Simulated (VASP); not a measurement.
# Hf (Im-3m) in VASP: further runs

Hf is run at these levels: r2SCAN; tasks: electric field gradients.

Program: VASP 6.6.1. These are calculated values, not measurements. Logs are shortened: lines on timing, memory, paths and dates and some standing lists are left out, and cuts for length are marked.

## 1. The cell of the first run

The structure is cubic, space group Im-3m (No. 229). Conventional cell: a = 3.561 Å, b = 3.561 Å, c = 3.561 Å, α = 90.00°, β = 90.00°, γ = 90.00°. Within 4.1 Å of Hf (site symmetry m-3m) lie 14 Hf at 3.08 to 3.56 Å.

## 2. Electric field gradients, r2SCAN (functional r2scan, volume scaled by 0.96)

File POSCAR:

```
Hf
1.0
   -1.7806051177      1.7806051177      1.7806051177
    1.7806051177     -1.7806051177      1.7806051177
    1.7806051177      1.7806051177     -1.7806051177
Hf
1
Direct
    0.0000000000      0.0000000000      0.0000000000
```

File INCAR.step1:

```
ALGO = Normal
EDIFF = 1E-5
ENCUT = 440
GGA = PE
GGA_COMPAT = F
ISMEAR = -1
LASPH = T
LCHARG = F
LREAL = F
LWAVE = T
NBANDS = 11
NELM = 120
PREC = Accurate
SIGMA = 0.08
```

File INCAR.step2:

```
ALGO = Normal
EDIFF = 1E-8
ENCUT = 440
GGA_COMPAT = F
ISIF = 2
ISMEAR = -1
ISTART = 1
LASPH = T
LCHARG = F
LEFG = T
LMIXTAU = T
LREAL = F
LWAVE = F
METAGGA = R2SCAN
NBANDS = 11
NELM = 120
PREC = Accurate
SIGMA = 0.08
```

File KPOINTS:

```
k-points
0
Gamma
  16 16 16
```

Potentials or basis: VASP PAW PBE potentials, release 64 (Hf_pv).

On the command line:

```bash
cat potpaw_PBE.64/Hf_pv/POTCAR > POTCAR
cp INCAR.step1 INCAR
mpirun -np 1 vasp_std > vasp.out
cp INCAR.step2 INCAR
mpirun -np 1 vasp_std > vasp.out
```

OUTCAR:

```text
EDIFF = 1E-8
   ENCUT = 440
   ISIF = 2
   ISMEAR = -1
   ISTART = 1
   LASPH = T
   LREAL = F
   METAGGA = R2SCAN
   NELM = 120
   PREC = Accurate

 ion  position               nearest neighbor table
   1  0.000  0.000  0.000-

  LATTYP: Found a body centered cubic cell.
 ALAT       =     3.5612102354

  Lattice vectors:

 A1 = (  -1.7806051177,   1.7806051177,   1.7806051177)
 A2 = (   1.7806051177,  -1.7806051177,   1.7806051177)
 A3 = (   1.7806051177,   1.7806051177,  -1.7806051177)

Analysis of symmetry for initial positions (statically):
=====================================================================
 Subroutine PRICEL returns:
 Original cell was already a primitive cell.

 Routine SETGRP: Setting up the symmetry group for a
 body centered cubic supercell.

 Subroutine GETGRP returns: Found 48 space group operations
 (whereof 48 operations were pure point group operations)
 out of a pool of 48 trial point group operations.

The static configuration has the point symmetry O_h .

Analysis of symmetry for dynamics (positions and initial velocities):
=====================================================================
 Subroutine PRICEL returns:
 Original cell was already a primitive cell.

 Routine SETGRP: Setting up the symmetry group for a
 body centered cubic supercell.

 Subroutine GETGRP returns: Found 48 space group operations
 (whereof 48 operations were pure point group operations)
 out of a pool of 48 trial point group operations.

The dynamic configuration has the point symmetry O_h .

 Subroutine INISYM returns: Found 48 space group operations
 (whereof 48 operations are pure point group operations),
 and found     1 'primitive' translations

----------------------------------------------------------------------------------------

                                     Primitive cell

  volume of cell :      22.5820

  direct lattice vectors                    reciprocal lattice vectors
    -1.780605118  1.780605118  1.780605118     0.000000000  0.280803416  0.280803416
     1.780605118 -1.780605118  1.780605118     0.280803416  0.000000000  0.280803416
     1.780605118  1.780605118 -1.780605118     0.280803416  0.280803416  0.000000000

  length of vectors
[... 116 lines left out ...]
   NGX = 11   NGY = 11   NGZ = 11

 number of electron      10.0000002 magnetization

 Free energy of the ion-electron system (eV)
  ---------------------------------------------------
  ext. energy  EPLUGINS =         0.00000000
  ---------------------------------------------------
  free energy    TOTEN  =       -44.95701902 eV

  energy without entropy =      -44.91646061  energy(sigma->0) =      -44.93673981

 E-fermi :   4.3949     XC(G=0): -12.1210

 val. band max:        4.3925420188   @ k =   0.3750   0.1875   0.0625
 cond. band min:       4.4091895509   @ k =   0.2500   0.0625   0.0625
 fundamental gap:      0.0166475321
 Fermi energy:         4.3948662938

 k-point     1 :       0.0000    0.0000    0.0000
  band No.  band energies     occupation
      1     -26.6230      2.00000
      2     -26.6230      2.00000
      3     -26.6230      2.00000
      4      -2.9636      2.00000
      5       6.1558      0.00000
      6       6.1558      0.00000
      7       6.1558      0.00000
      8       8.9516      0.00000
      9       8.9516      0.00000
     10      16.4947      0.00000
     11      18.2950      0.00000
[... 309 lines left out ...]
 k-point    24 :       0.2500    0.1875    0.0000
  band No.  band energies     occupation
      1     -27.2616      2.00000
      2     -26.8846      2.00000
      3     -26.6920      2.00000
      4       1.0699      2.00000
      5       3.9472      1.99260
      6       4.4970      0.43612
      7       8.3636      0.00000
      8       9.7081      0.00000
      9      11.0895      0.00000
     10      15.8953      0.00000
     11      16.4969      0.00000

 [... further k-points ...]
[... 5 lines left out ...]
  --------------------------------------------------------------------------------------
  -------------------------------------------------------------------------------------
  Total       -0.2997996     -0.2997996     -0.2997996      0.0000000      0.0000000     -0.0000000
  in kB      -21.2705541    -21.2705541    -21.2705541      0.0000000      0.0000000     -0.0000000
  external PRESSURE =     -21.2705541 kB  Pullay stress =       0.0000000 kB

 VOLUME and BASIS-vectors are now :
 -----------------------------------------------------------------------------
  energy-cutoff  :      440.00
  volume of cell :       22.58
      direct lattice vectors                 reciprocal lattice vectors
    -1.780605118  1.780605118  1.780605118     0.000000000  0.280803416  0.280803416
     1.780605118 -1.780605118  1.780605118     0.280803416  0.000000000  0.280803416
     1.780605118  1.780605118 -1.780605118     0.280803416  0.280803416  0.000000000

 POSITION                                       TOTAL-FORCE (eV/Angst)
 -----------------------------------------------------------------------------------
      0.00000      0.00000      0.00000        -0.000000      0.000000      0.000000
 -----------------------------------------------------------------------------------
    total drift:                                0.000000      0.000000     -0.000000

  FREE ENERGIE OF THE ION-ELECTRON SYSTEM (eV)
  ---------------------------------------------------
  free  energy   TOTEN  =       -44.9570190151 eV

  energy  without entropy=      -44.9164606129  energy(sigma->0) =      -44.93673981

 Electric field gradients (V/A^2)
---------------------------------------------------------------------
 ion       V_xx      V_yy      V_zz      V_xy      V_xz      V_yz
---------------------------------------------------------------------
   1      -0.000     0.000     0.000    -0.000    -0.000    -0.000
---------------------------------------------------------------------

 Electric field gradients after diagonalization (V/A^2)
 (convention: |V_zz| > |V_xx| > |V_yy|)
----------------------------------------------------------------------
 ion       V_xx      V_yy      V_zz     asymmetry (V_yy - V_xx)/ V_zz
----------------------------------------------------------------------
   1       0.000     0.000    -0.001       0.000
----------------------------------------------------------------------

           NMR quadrupolar parameters

 Cq : quadrupolar parameter    Cq=e*Q*V_zz/h
 eta: asymmetry parameters     (V_yy - V_xx)/ V_zz
 Q  : nuclear electric quadrupole moment in mb (millibarn)
----------------------------------------------------------------------
 ion       Cq(MHz)       eta       Q (mb)
----------------------------------------------------------------------
   1      -0.000       0.000       1.000
----------------------------------------------------------------------
```

OUTCAR.step1:

```text
EDIFF = 1E-5
   ENCUT = 440
   GGA = PE
   ISMEAR = -1
   LASPH = T
   LREAL = F
[... 550 lines left out ...]

 POSITION                                       TOTAL-FORCE (eV/Angst)
 -----------------------------------------------------------------------------------
      0.00000      0.00000      0.00000         0.000000      0.000000     -0.000000
 -----------------------------------------------------------------------------------
    total drift:                                0.000000      0.000000      0.000000

  FREE ENERGIE OF THE ION-ELECTRON SYSTEM (eV)
  ---------------------------------------------------
  free  energy   TOTEN  =        -9.7617118227 eV

  energy  without entropy=       -9.7207630693  energy(sigma->0) =       -9.74123745
```

Run time: 3.7 min. Hardware: 1 thread of Intel Xeon 8259CL, shared host; peak memory 0.16 GiB.

Results:

```
Free energy            : -44.9570 eV
Pressure               : -2.1 GPa
Band gap on the k mesh : zero (band 5 reaches 6.16 eV, above the bottom of band 6 at 3.67 eV)
```

Caveat: the cell differs from its parent crystal (functional r2scan, volume scaled by 0.96); without QUAD_EFG the Cq values of the log hold for a quadrupole moment of 1 mb, not for the nuclei; the PAW data sets were made with another functional, which shifts forces and pressure a little; spin-orbit coupling is left out, which moves the levels of the heavy elements.

## 3. Electric field gradients, r2SCAN

This run uses another cell than the first one, of 23.52 Å³/atom, 1.042 times its volume.

File POSCAR:

```
Hf
1.0
   -1.8050000000      1.8050000000      1.8050000000
    1.8050000000     -1.8050000000      1.8050000000
    1.8050000000      1.8050000000     -1.8050000000
Hf
1
Direct
    0.0000000000      0.0000000000      0.0000000000
```

File INCAR.step1:

```
SYSTEM = Hf
  ALGO = Normal
  EDIFF = 1E-5
  ENCUT = 440
  GGA = PE
  GGA_COMPAT = .FALSE.
  ISMEAR = -1
  LASPH = .TRUE.
  LCHARG = .FALSE.
  LREAL = .FALSE.
  LWAVE = .TRUE.
  NBANDS = 11
  NELM = 120
  PREC = Accurate
  SIGMA = 0.08
```

File INCAR.step2:

```
SYSTEM = Hf
  ALGO = Normal
  EDIFF = 1E-8
  ENCUT = 440
  GGA_COMPAT = .FALSE.
  ISIF = 2
  ISMEAR = -1
  ISTART = 1
  LASPH = .TRUE.
  LCHARG = .FALSE.
  LEFG = .TRUE.
  LMIXTAU = .TRUE.
  LREAL = .FALSE.
  LWAVE = .FALSE.
  METAGGA = R2SCAN
  NBANDS = 11
  NELM = 120
  PREC = Accurate
  SIGMA = 0.08
```

File KPOINTS:

```
k-points
0
G
  16 16 16
  0 0 0
```

Potentials or basis: VASP PAW PBE potentials, release 64 (Hf_pv).

On the command line:

```bash
cat potpaw_PBE.64/Hf_pv/POTCAR > POTCAR
cp INCAR.step1 INCAR
mpirun -np 1 vasp_std > vasp.out
cp INCAR.step2 INCAR
mpirun -np 1 vasp_std > vasp.out
```

OUTCAR:

```text
SYSTEM = Hf
   EDIFF = 1E-8
   ENCUT = 440
   ISIF = 2
   ISMEAR = -1
   ISTART = 1
   LASPH = .TRUE.
   LREAL = .FALSE.
   METAGGA = R2SCAN
   NELM = 120
   PREC = Accurate

 ion  position               nearest neighbor table
   1  0.000  0.000  0.000-

  LATTYP: Found a body centered cubic cell.
 ALAT       =     3.6100000000

  Lattice vectors:

 A1 = (  -1.8050000000,   1.8050000000,   1.8050000000)
 A2 = (   1.8050000000,  -1.8050000000,   1.8050000000)
 A3 = (   1.8050000000,   1.8050000000,  -1.8050000000)
[... 541 lines left out ...]
    total drift:                                0.000000      0.000000     -0.000000

  FREE ENERGIE OF THE ION-ELECTRON SYSTEM (eV)
  ---------------------------------------------------
  free  energy   TOTEN  =       -44.9336464833 eV

  energy  without entropy=      -44.8906540397  energy(sigma->0) =      -44.91215026

 Electric field gradients (V/A^2)
---------------------------------------------------------------------
 ion       V_xx      V_yy      V_zz      V_xy      V_xz      V_yz
---------------------------------------------------------------------
   1       0.000     0.000    -0.000    -0.000    -0.000    -0.000
---------------------------------------------------------------------

 Electric field gradients after diagonalization (V/A^2)
 (convention: |V_zz| > |V_xx| > |V_yy|)
----------------------------------------------------------------------
 ion       V_xx      V_yy      V_zz     asymmetry (V_yy - V_xx)/ V_zz
----------------------------------------------------------------------
   1       0.000     0.000    -0.000       0.000
----------------------------------------------------------------------

           NMR quadrupolar parameters

 Cq : quadrupolar parameter    Cq=e*Q*V_zz/h
 eta: asymmetry parameters     (V_yy - V_xx)/ V_zz
 Q  : nuclear electric quadrupole moment in mb (millibarn)
----------------------------------------------------------------------
 ion       Cq(MHz)       eta       Q (mb)
----------------------------------------------------------------------
   1      -0.000       0.000       1.000
----------------------------------------------------------------------
```

It took 3.2 min on 1 thread of Intel Xeon 8259CL, shared host; peak memory 0.17 GiB.

What came out:

| Item | Value |
| --- | --- |
| Free energy | -44.9336 eV |
| Pressure | -5.8 GPa |
| Band gap on the k mesh | zero (band 5 reaches 5.85 eV, above the bottom of band 6 at 3.43 eV) |

Caveat: without QUAD_EFG the Cq values of the log hold for a quadrupole moment of 1 mb, not for the nuclei; the PAW data sets were made with another functional, which shifts forces and pressure a little; spin-orbit coupling is left out, which moves the levels of the heavy elements.
